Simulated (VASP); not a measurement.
# P: single point with BLYP

Crystal: P.

```xyz
1
Lattice="0.0000 1.9760 1.9760 1.9760 0.0000 1.9760 1.9760 1.9760 0.0000" Properties=species:S:1:pos:R:3 pbc="T T T"
P     0.0000    0.0000    0.0000
```

This cell differs from its parent crystal: volume scaled by 0.92.

* Program: VASP 6.6.1
* Task: single point
* Functional: BLYP
* Potentials or basis: VASP PAW PBE potentials, release 64 (P)
* Cutoff: 520 eV
* k mesh: 15 × 15 × 15
* Occupations: fermi-dirac, width 0.1 eV
* Spin: no spin polarisation
* Dipole correction: no
* Further INCAR settings: ALGO = Normal; EDIFF = 1e-06; NBANDS = 8

| Property | Result |
| --- | --- |
| Pressure | 6.6 GPa |

Levels at points of the mesh, in eV from the Fermi level:
| k point | band 1 | band 2 | band 3 | band 4 | band 5 | band 6 |
| --- | --- | --- | --- | --- | --- | --- |
| (0.00, 0.00, 0.00) | -15.71 | 6.01 | 6.01 | 6.01 | 11.37 | 11.37 |

Wall time 12 s on 1 thread of Intel(R) Xeon(R) Platinum 8259CL CPU @ 2.50GHz (Skylake/Cascade Lake) (shared host), peak memory 0.13 GiB.

Caveat: the PAW data sets were made with another functional, which shifts forces and pressure a little.
